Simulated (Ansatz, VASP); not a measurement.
**BeS: VASP beside Ansatz**

```
Be S
1.0
     0.00000    2.41903    2.41903
     2.41903    0.00000    2.41903
     2.41903    2.41903    0.00000
Be S
1 1
Direct
  0.00000 0.00000 0.00000
  0.75000 0.75000 0.75000
```

Alike in both runs: task single point; functional PBEsol; k mesh 8 × 8 × 8; occupations gaussian, width 0.05 eV; no spin polarisation.

```csv
,VASP,Ansatz
version,VASP 6.6.1,Ansatz 0.2.0
potentials or method,"VASP PAW PBE potentials, release 64 (Be, S), cutoff 600 eV","scalar-relativistic, plane waves, PAW"
valence electrons in the cell,8,8
```

```tsv
	VASP	Ansatz	Ansatz less VASP
gap on the k mesh at the Fermi level (eV)	2.91	2.91	-0.003
least direct gap on the mesh (eV)	5.61	5.58	-0.027
pressure (GPa)	0.2	0.0	-0.19
```

VASP's potentials were made for PBE, not for PBEsol. With one functional, cell and mesh, what is left measures potentials, basis and numerics.
